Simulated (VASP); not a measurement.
# CsH (Immm) in VASP: further runs

The runs below take CsH through single point, with r2SCAN.

All numbers are computed with VASP 6.6.1; they aren't measurements. Logs are shortened: lines on timing, memory, paths and dates and some standing lists are left out, and cuts for length are marked.

## 1. The cell of the first run

Symmetry: Immm, No. 71, orthorhombic system. Conventional cell: a = 4.255 Å, b = 4.762 Å, c = 6.376 Å, α = 90.00°, β = 90.00°, γ = 90.00°. Within 4.3 Å of Cs (site symmetry mmm) lie 6 H at 3.19 Å and 2 Cs at 4.25 Å. Within 4.3 Å of H (site symmetry mmm) lie 6 Cs at 3.19 Å and 2 H at 4.25 Å.

## 2. Single point, r2SCAN (strain +0.1125 x Voigt [0, 0, 0, 0, 0, 1])

Contents of POSCAR:

```
CsH
1.0
    0.1793250000      3.1880000000      3.1880000000
    3.1880000000      0.1793250000      3.1880000000
    3.3673250000      3.3673250000      0.0000000000
Cs H
1 1
Direct
    0.0000000000      0.0000000000      0.0000000000
    0.5000000000      0.5000000000      0.5000000000
```

Contents of INCAR.step1:

```
  ALGO = Normal
  EDIFF = 1E-4
  ENCUT = 520
  GGA = PE
  ISMEAR = 0
  LASPH = True
  LCHARG = False
  LREAL = False
  LWAVE = True
  NBANDS = 12
  NELM = 100
  PREC = Accurate
  SIGMA = 0.05
```

Contents of INCAR.step2:

```
  ALGO = Normal
  EDIFF = 1E-6
  ENCUT = 520
  ISIF = 2
  ISMEAR = 0
  ISTART = 1
  LASPH = True
  LCHARG = False
  LMIXTAU = True
  LREAL = False
  LWAVE = False
  METAGGA = R2SCAN
  NBANDS = 12
  NELM = 100
  PREC = Accurate
  SIGMA = 0.05
```

Contents of KPOINTS:

```
k-points
0
Gamma
  6 6 6
```

Potentials or basis: VASP PAW PBE potentials, release 64 (Cs_sv, H).

The run is started by

```bash
cat potpaw_PBE.64/Cs_sv/POTCAR potpaw_PBE.64/H/POTCAR > POTCAR
cp INCAR.step1 INCAR
mpirun -np 1 vasp_std > vasp.out
cp INCAR.step2 INCAR
mpirun -np 1 vasp_std > vasp.out
```

OUTCAR:

```text
EDIFF = 1E-6
   ENCUT = 520
   ISIF = 2
   ISMEAR = 0
   ISTART = 1
   LASPH = True
   LREAL = False
   METAGGA = R2SCAN
   NELM = 100
   PREC = Accurate

 ion  position               nearest neighbor table
   1  0.000  0.000  0.000-
   2  0.500  0.500  0.500-

  LATTYP: Found a body centered orthorhombic cell.
 ALAT       =     4.2549089898
 B/A-ratio  =     1.1192052980
 C/A-ratio  =     1.4985044370

  Lattice vectors:

 A1 = (   3.1880000000,   0.1793250000,  -3.1880000000)
 A2 = (  -3.1880000000,  -0.1793250000,  -3.1880000000)
 A3 = (   0.1793250000,   3.1880000000,   3.1880000000)

Analysis of symmetry for initial positions (statically):
=====================================================================
 Subroutine PRICEL returns:
 Original cell was already a primitive cell.

 Routine SETGRP: Setting up the symmetry group for a
 body centered orthorhombic supercell.

 Subroutine GETGRP returns: Found  8 space group operations
 (whereof  8 operations were pure point group operations)
 out of a pool of  8 trial point group operations.

The static configuration has the point symmetry D_2h.

Analysis of symmetry for dynamics (positions and initial velocities):
=====================================================================
 Subroutine PRICEL returns:
 Original cell was already a primitive cell.

 Routine SETGRP: Setting up the symmetry group for a
 body centered orthorhombic supercell.

 Subroutine GETGRP returns: Found  8 space group operations
 (whereof  8 operations were pure point group operations)
 out of a pool of  8 trial point group operations.

The dynamic configuration has the point symmetry D_2h.

 Subroutine INISYM returns: Found  8 space group operations
 (whereof  8 operations are pure point group operations),
 and found     1 'primitive' translations

----------------------------------------------------------------------------------------

                                     Primitive cell

  volume of cell :      64.5964

  direct lattice vectors                    reciprocal lattice vectors
     0.179325000  3.188000000  3.188000000    -0.166186112  0.166186112  0.156838143
     3.188000000  0.179325000  3.188000000     0.166186112 -0.166186112  0.156838143
     3.367325000  3.367325000  0.000000000     0.148485816  0.148485816 -0.156838143

  length of vectors
     4.512077732  4.512077732  4.762116684     0.282548846  0.282548846  0.262095933

  position of ions in fractional coordinates (direct lattice)
     0.000000000  0.000000000  0.000000000
     0.500000000  0.500000000  0.500000000

  ion indices of the primitive-cell ions
   primitive index   ion index
                 1           1
                 2           2

----------------------------------------------------------------------------------------

 KPOINTS: k-points

Automatic generation of k-mesh.
 Grid dimensions read from file:
 generate k-points for:    6    6    6

 Generating k-lattice:

  Cartesian coordinates                     Fractional coordinates (reciprocal lattice)
    -0.027697685  0.027697685  0.026139691     0.166666667  0.000000000  0.000000000
     0.027697685 -0.027697685  0.026139691     0.000000000  0.166666667  0.000000000
     0.024747636  0.024747636 -0.026139691    -0.000000000 -0.000000000  0.166666667

  Length of vectors
     0.047091474  0.047091474  0.043682656

  Shift w.r.t. Gamma in fractional coordinates (k-lattice)
     0.000000000  0.000000000  0.000000000

 Subroutine IBZKPT returns following result:
 ===========================================

 Found     46 irreducible k-points:

 Following reciprocal coordinates:
            Coordinates               Weight
  0.000000  0.000000  0.000000      1.000000
  0.166667 -0.000000  0.000000      4.000000
  0.333333  0.000000  0.000000      4.000000
  0.500000  0.000000  0.000000      2.000000
  0.166667  0.166667  0.000000      2.000000
  0.333333  0.166667  0.000000      4.000000
[... 16 lines left out ...]
 -0.166667  0.333333  0.166667      4.000000
  0.500000  0.500000  0.166667      4.000000
 [... further k-points ...]
   k-points           NKPTS =     46   k-points in BZ     NKDIM =     46   number of bands    NBANDS=     12
   number of dos      NEDOS =    301   number of ions     NIONS =      2
   total plane-waves  NPLWV =  46656
   dimension x,y,z NGX =    36 NGY =   36 NGZ =   36
   dimension x,y,z NGXF=    72 NGYF=   72 NGZF=   72
   ions per type =               1   1
   NGX,Y,Z   is equivalent  to a cutoff of  13.26, 13.26, 12.57 a.u.
   NGXF,Y,Z  is equivalent  to a cutoff of  26.53, 26.53, 25.14 a.u.
 SYSTEM =  unknown system
   PREC   = accura    normal or accurate (medium, high low for compatibility)
   ISTART =      1    job   : 0-new  1-cont  2-samecut
   ICHARG =      0    charge: 1-file 2-atom 10-const
   ISPIN  =      1    spin polarized calculation?
   LNONCOLLINEAR =      F non collinear calculations
   LSORBIT =      F    spin-orbit coupling
   LASPH  =      T    aspherical Exc in radial PAW
   ENCUT  =  520.0 eV  38.22 Ry    6.18 a.u.   8.39  8.39  8.85*2*pi/ulx,y,z
   NELM   =    100;   NELMIN=  2; NELMDL=  0     # of ELM steps
   EDIFF  = 0.1E-05   stopping-criterion for ELM
   LREAL  =      F    real-space projection
   EDIFFG = 0.1E-04   stopping-criterion for IOM
   NSW    =      0    number of steps for IOM
   IBRION =     -1    ionic relax: 0-MD 1-quasi-New 2-CG
   NFREE  =      0    steps in history (QN), initial steepest desc. (CG)
   ISIF   =      2    stress and relaxation
   ISYM   =      2    0-nonsym 1-usesym 2-fastsym
   POTIM  = 0.5000    time-step for ionic-motion
   TEBEG  =    0.0;   TEEND  =   0.0 temperature during run
   PSTRESS=    0.0 pullay stress
   NELECT =      10.0000    total number of electrons
   NUPDOWN=      -1.0000    fix difference up-down
   EMIN   =  10.00;   EMAX   =-10.00  energy-range for DOS
   EFERMI =   0.00;   METHOD = LEGACY
   ISMEAR =     0;   SIGMA  =   0.05  broadening in eV -4-tet -1-fermi 0-gaus
   EFERMI_NEDOS =   21; number of points for ismear=-14 and -15
   IALGO  =     38    algorithm
   IMIX   =      4    mixing-type and parameters
     AMIX     =   0.40;   BMIX     =  1.00
     AMIX_MAG =   1.60;   BMIX_MAG =  1.00
  volume/ion in A,a.u.               =      32.30       217.96
  Fermi-wavevector in a.u.,A,eV,Ry     =   0.879033  1.661132 10.513214  0.772699
  Thomas-Fermi vector in A             =   1.999201
   LORBIT       =      0    0 simple, 1 ext, 2 COOP (PROOUT), +10 PAW based schemes
   METAGGA = R2SCAN    functional components
   LHFCALC =     F    Hartree Fock is set to
   AEXX    =    0.0000 exact exchange contribution
   IVDW    =     0    specifies the selected vdW correction
   LEPSILON=     F    determine dielectric tensor
   LRPA    =     F    only Hartree local field effects (RPA)
 non-spin polarized calculation
 Gauss-broadening in eV      SIGMA  =   0.05
  energy-cutoff  :      520.00
  volume of cell :       64.60
 maximum number of plane-waves:      1756
 NGX is ok and might be reduce to    36
   NGX = 17   NGY = 17   NGZ = 17

 number of electron       9.9999999 magnetization

 Free energy of the ion-electron system (eV)
  ---------------------------------------------------
  ext. energy  EPLUGINS =         0.00000000
  ---------------------------------------------------
  free energy    TOTEN  =       -28.97646700 eV

  energy without entropy =      -28.97646700  energy(sigma->0) =      -28.97646700

 E-fermi :   0.1933     XC(G=0):  -7.5740

 val. band max:       -0.0680117927   @ k =   0.5000   0.0000   0.0000
 cond. band min:       2.5605850854   @ k =  -0.0000  -0.0000   0.5000
 fundamental gap:      2.6285968782
 Fermi energy:         0.1933044991

 k-point     1 :       0.0000    0.0000    0.0000
  band No.  band energies     occupation
      1     -22.2036      2.00000
      2      -8.3012      2.00000
      3      -8.2894      2.00000
      4      -8.2317      2.00000
      5      -1.7529      2.00000
      6       5.0967      0.00000
      7       5.3235      0.00000
      8       6.1371      0.00000
      9       6.4552      0.00000
     10       7.5774      0.00000
     11       7.5904      0.00000
     12       9.1047      0.00000

 k-point     2 :       0.1667   -0.0000    0.0000
  band No.  band energies     occupation
      1     -22.1776      2.00000
      2      -8.5134      2.00000
      3      -8.3220      2.00000
      4      -8.3118      2.00000
      5      -1.3453      2.00000
      6       4.9480      0.00000
      7       5.3040      0.00000
      8       5.7344      0.00000
      9       6.2875      0.00000
     10       6.8268      0.00000
     11       6.9590      0.00000
     12      10.4518      0.00000

 k-point     3 :       0.3333    0.0000    0.0000
  band No.  band energies     occupation
      1     -22.1248      2.00000
      2      -8.9836      2.00000
      3      -8.3848      2.00000
      4      -8.3626      2.00000
      5      -0.5329      2.00000
      6       3.3172      0.00000
      7       4.9687      0.00000
      8       5.6530      0.00000
      9       6.6799      0.00000
     10       7.4100      0.00000
     11       7.8670      0.00000
     12      12.4062      0.00000

 k-point     4 :       0.5000    0.0000    0.0000
  band No.  band energies     occupation
      1     -22.0979      2.00000
      2      -9.1963      2.00000
      3      -8.4196      2.00000
      4      -8.3825      2.00000
      5      -0.0680      2.00000
      6       2.5711      0.00000
      7       4.6686      0.00000
      8       5.3569      0.00000
      9       7.7759      0.00000
     10       8.5655      0.00000
     11       8.9417      0.00000
     12      10.7928      0.00000

 k-point     5 :       0.1667    0.1667    0.0000
  band No.  band energies     occupation
      1     -22.1773      2.00000
      2      -8.5129      2.00000
      3      -8.3831      2.00000
      4      -8.2883      2.00000
      5      -1.3027      2.00000
      6       4.6073      0.00000
      7       5.2030      0.00000
      8       5.5387      0.00000
      9       6.4667      0.00000
     10       7.2765      0.00000
     11       7.8563      0.00000
     12      10.6222      0.00000
[... 228 lines left out ...]
      1     -22.1144      2.00000
      2      -8.8893      2.00000
      3      -8.5855      2.00000
      4      -8.4461      2.00000
      5      -0.7195      2.00000
      6       4.0904      0.00000
      7       4.2081      0.00000
      8       6.1666      0.00000
      9       7.2337      0.00000
     10       8.4609      0.00000
     11       9.3441      0.00000
     12      10.6720      0.00000

 k-point    22 :      -0.3333    0.3333    0.1667
  band No.  band energies     occupation
      1     -22.0881      2.00000
      2      -8.9643      2.00000
      3      -8.6956      2.00000
      4      -8.4950      2.00000
      5      -0.6498      2.00000
      6       3.7908      0.00000
      7       4.7374      0.00000
      8       5.7754      0.00000
      9       8.0889      0.00000
     10       8.1992      0.00000
     11       9.4900      0.00000
     12      10.2038      0.00000

 k-point    23 :      -0.1667    0.3333    0.1667
  band No.  band energies     occupation
      1     -22.0951      2.00000
      2      -9.0399      2.00000
      3      -8.5649      2.00000
      4      -8.4271      2.00000
      5      -0.6897      2.00000
      6       4.0176      0.00000
      7       4.1713      0.00000
      8       5.7809      0.00000
      9       7.1774      0.00000
     10       8.4283      0.00000
     11      10.1862      0.00000
     12      10.8705      0.00000

 k-point    24 :       0.5000    0.5000    0.1667
  band No.  band energies     occupation
      1     -22.1077      2.00000
      2      -8.9404      2.00000
      3      -8.6320      2.00000
      4      -8.4204      2.00000
      5      -0.9992      2.00000
      6       3.5674      0.00000
      7       5.2073      0.00000
      8       7.3548      0.00000
      9       7.4416      0.00000
     10       8.9598      0.00000
     11       9.1195      0.00000
     12       9.9899      0.00000

 [... further k-points ...]
[... 5 lines left out ...]
  --------------------------------------------------------------------------------------
  -------------------------------------------------------------------------------------
  Total        0.0194097      0.0194097     -0.0139377     -0.2232454      0.0000000      0.0000000
  in kB        0.4814152      0.4814152     -0.3456945     -5.5371270      0.0000000      0.0000000
  external PRESSURE =       0.2057120 kB  Pullay stress =       0.0000000 kB

 VOLUME and BASIS-vectors are now :
 -----------------------------------------------------------------------------
  energy-cutoff  :      520.00
  volume of cell :       64.60
      direct lattice vectors                 reciprocal lattice vectors
     0.179325000  3.188000000  3.188000000    -0.166186112  0.166186112  0.156838143
     3.188000000  0.179325000  3.188000000     0.166186112 -0.166186112  0.156838143
     3.367325000  3.367325000  0.000000000     0.148485816  0.148485816 -0.156838143

 POSITION                                       TOTAL-FORCE (eV/Angst)
 -----------------------------------------------------------------------------------
      0.00000      0.00000      0.00000        -0.000000      0.000000      0.000000
      3.36733      3.36733      3.18800         0.000000     -0.000000     -0.000000
 -----------------------------------------------------------------------------------
    total drift:                               -0.000000      0.000000      0.000000

  FREE ENERGIE OF THE ION-ELECTRON SYSTEM (eV)
  ---------------------------------------------------
  free  energy   TOTEN  =       -28.9764670032 eV

  energy  without entropy=      -28.9764670032  energy(sigma->0) =      -28.97646700
```

It took 74 s on 1 thread of Intel Xeon Platinum 8488C (Sapphire Rapids), shared host; peak memory 0.22 GiB.

What came out:

| Quantity | Value |
| --- | --- |
| Free energy | -28.9765 eV |
| Pressure | 0.0 GPa |
| Band gap on the k mesh | 2.63 eV (least direct gap 2.64 eV) |

Caveat: the cell differs from its parent crystal (strain +0.1125 x Voigt [0, 0, 0, 0, 0, 1]); the PAW data sets were made with another functional, which shifts forces and pressure a little; spin-orbit coupling is left out, which moves the levels of the heavy elements. A k mesh can miss the band edges.

(Continued in part 2 of 2.)
